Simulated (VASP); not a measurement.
BaS (zincblende type):

```xyz
2
Lattice="0.0000 3.5161 3.5161 3.5161 0.0000 3.5161 3.5161 3.5161 0.0000" Properties=species:S:1:pos:R:3 pbc="T T T"
Ba    0.0000    0.0000    0.0000
S     1.7581    1.7581    1.7581
```

Base run:

```yaml
Program: VASP 6.6.1
Functional: r2SCAN
Potentials_or_basis: VASP PAW PBE potentials, release 64 (Ba_sv, S)
Cutoff: 520 eV
k_mesh: 9 × 9 × 9
Occupations: fermi-dirac, width 0.08 eV
Spin: no spin polarisation
```

Its results: band gap on the k mesh 3.11 eV (least direct gap 3.72 eV); pressure 0.5 GPa.

Task: The run is repeated on the same cell with these changes: functional from r2SCAN to PBEsol. What comes out?

Result: Band gap on the k mesh 2.66 eV (least direct gap 3.33 eV); pressure -0.7 GPa.

Caveats: the PAW data sets were made with another functional, which shifts forces and pressure a little; spin-orbit coupling is left out, which moves the levels of the heavy elements; an odd mesh through Γ misses points on the zone boundary, where band edges can lie.
